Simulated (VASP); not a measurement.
Input of a VASP 6.6.1 run:

File INCAR:

```
PREC     = Accurate       # precision mode
ENCUT    = 520            # plane-wave cutoff, eV
EDIFF    = 1E-7           # SCF threshold, eV
ISMEAR   = 1              # smearing method
SIGMA    = 0.1            # smearing width, eV
LREAL    = F              # projectors in reciprocal space
LASPH    = T              # aspherical terms in the spheres
NELM     = 100            # most SCF steps
ALGO     = Normal         # electronic algorithm
ISIF     = 2              # what is computed and relaxed
LWAVE    = F              # write WAVECAR
LCHARG   = T              # write CHGCAR
GGA      = PE             # functional
LELF     = T              # ELF
LVHAR    = T            
NBANDS   = 16             # bands
```

The input KPOINTS:

```
Automatic mesh
0
Gamma
  11 11 9
```

The input POSCAR:

```
WC
1.0
    2.8804313312      0.0000000000      0.0000000000
   -1.4402156656      2.4945268691      0.0000000000
    0.0000000000      0.0000000000      2.8111582708
W C
1 1
Direct
    0.0000000000      0.0000000000      0.0000000000
    0.6666666667      0.3333333333      0.5000000000
```

Potentials or basis: VASP PAW PBE potentials, release 64 (W_sv, C).

The run is started by

```console
$ cat potpaw_PBE.64/W_sv/POTCAR potpaw_PBE.64/C/POTCAR > POTCAR
$ mpirun -np 1 vasp_std > vasp.out
```

(1) Estimate the pressure.

(2) What does it give for the band gap on the k mesh?

Answers

(1) 18.5 GPa.

(2) zero (band 9 reaches 12.14 eV, above the bottom of band 10 at 10.90 eV).

Caveat: spin-orbit coupling is left out, which moves the levels of the heavy elements.
